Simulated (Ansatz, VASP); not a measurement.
**LiH in VASP and in Ansatz**

Contents of POSCAR:

```
LiH
1.0
    0.0000000000      2.1451220099      2.1451220099
    2.1712924984      0.0000000000      2.1451220099
    2.1712924984      2.1451220099      0.0000000000
Li H
1 1
Direct
    0.0000000000      0.0000000000      0.0000000000
    0.2500000000      0.2500000000      0.2500000000
```

Contents of INCAR.step1:

```
ALGO = Normal
EDIFF = 1E-5
ENCUT = 650
GGA = PE
GGA_COMPAT = F
ISIF = 2
ISMEAR = 0
LASPH = T
LREAL = F
LWAVE = T
NBANDS = 9
NELM = 120
PREC = Accurate
SIGMA = 0.01
```

The input INCAR.step2:

```
ALGO = Normal
EDIFF = 1E-6
ENCUT = 650
GGA = PE
GGA_COMPAT = F
HFSCREEN = 0.2079
ISIF = 2
ISMEAR = 0
ISTART = 1
LASPH = T
LCHARG = T
LELF = T
LHFCALC = T
LREAL = F
LVHAR = T
LWAVE = F
NBANDS = 9
NELM = 120
PREC = Accurate
PRECFOCK = Normal
SIGMA = 0.01
```

KPOINTS

```
k-points
0
Gamma
  8 8 8
```

Input for Ansatz:

```yaml
crystal:
  lattice:
    - [0.0, 2.1451220099, 2.1451220099]
    - [2.1712924984, 0.0, 2.1451220099]
    - [2.1712924984, 2.1451220099, 0.0]
  atoms:
    - { symbol: Li, position: [0.0, 0.0, 0.0] }
    - { symbol: H, position: [0.25, 0.25, 0.25] }
kpoints:
  mp_grid: { grid: [8, 8, 8] }
  band_path:
    path:
      - [0.0, 0.0, 0.0]
      - [-0.5, -0.5, 0.0]
      - [-0.375, -0.375, 0.25]
      - [-0.375, 0.0, 0.375]
      - [0.0, 0.0, 0.5]
      - [-0.5, -0.25, 0.25]
      - [-0.15, -0.075, 0.425]
    npoints: 1
hamiltonian:
  xc: hse06
scf:
  occupations: { method: fixed }
  n_extra_bands: 4
output:
  forces: true
  stress: true
  eigenvalues: true
```

Change from the starting cell: uniaxial_x strain +1.2%.

Alike in both runs: task single point; functional HSE06; k mesh 8 × 8 × 8; no spin polarisation.

```csv
,VASP,Ansatz
version,VASP 6.6.1,Ansatz 0.2.0
potentials or method,"VASP PAW PBE potentials, release 64 (Li_sv, H)","plane waves, PAW"
plane-wave cutoff (eV),650,420
occupations,"gaussian, width 0.01 eV",fixed
valence electrons in the cell,4,4
```

|  | VASP | Ansatz | Ansatz less VASP |
| --- | --- | --- | --- |
| gap on the k mesh at the Fermi level (eV) | 5.20 | 5.20 | +0.003 |
| pressure (GPa) | -0.9 | -0.7 | +0.24 |
| traceless stress, the component that is largest in VASP (GPa) | -0.13 | -0.13 | 0.000 |

Ansatz's warnings: stress exchange threshold loose, stress scf threshold loose.
